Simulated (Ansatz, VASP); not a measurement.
Two plane-wave programs on RuSe

```
Ru Se
1.0
     0.00000    2.88721    2.88721
     2.88721    0.00000    2.88721
     2.88721    2.88721    0.00000
Ru Se
1 1
Direct
  0.00000 0.00000 0.00000
  0.25000 0.25000 0.25000
```

Alike in both runs: task single point; functional PBE; k mesh 10 × 10 × 10; occupations gaussian, width 0.05 eV; no spin polarisation.

```csv
,VASP,Ansatz
version,VASP 6.6.1,Ansatz 0.2.0
potentials or method,"VASP PAW PBE potentials, release 64 (Ru_pv, Se), cutoff 500 eV","scalar-relativistic, plane waves, PAW"
valence electrons in the cell,20,32
```

|  | VASP | Ansatz | Ansatz less VASP |
| --- | --- | --- | --- |
| gap on the k mesh at the Fermi level (eV) | none | none | - |
| pressure (GPa) | -11.8 | -11.8 | -0.05 |

A gap of «none» marks a metal or a gap that the smearing closes. VASP's potentials hold 20 valence electrons a cell and Ansatz's 32, so a difference there can come from the potentials and not from the codes.
